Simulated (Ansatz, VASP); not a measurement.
## SiB5C: VASP beside Ansatz

```
Si B C
1.0
    -2.10848    3.04505    2.25472
     2.10848   -3.04505    2.25472
     2.10848    3.04505   -2.25472
Si B C
1 5 1
Cartesian
  0.0000 0.0000 2.2547
  -0.8230 2.0369 2.2547
  2.9315 1.0081 0.0000
  1.2855 1.0081 0.0000
  0.8230 2.0369 2.2547
  0.0000 0.0000 0.0000
  0.0000 3.0451 0.0000
```

Alike in both runs: functional PBE; k mesh 4 × 4 × 4; occupations gaussian, width 0.2 eV; no spin polarisation.

Ansatz relaxed the structure, and its values are those at the end. VASP's run is a single point on that final structure, the one shown.

|  | VASP | Ansatz |
| --- | --- | --- |
| version | VASP 6.6.1 | Ansatz 0.2.0 |
| potentials or method | VASP PAW PBE potentials, release 64 (Si, B, C), cutoff 600 eV | scalar-relativistic, plane waves, PAW |
| valence electrons in the cell | 23 | 23 |

Ansatz gave:

* gap on the k mesh at the Fermi level (eV): none
* pressure (GPa): -0.2
* rms of the force components (eV/Å): 0.005

Task: What did VASP give for the same quantities?

Result: gap on the k mesh at the Fermi level (eV): none; pressure (GPa): -0.2; rms of the force components (eV/Å): 0.007.

A gap of «none» marks a metal or a gap that the smearing closes. The functional is the same, so the differences come from potentials, cutoffs and numerics.

The k mesh is coarse, so the values compare programs but aren't converged.
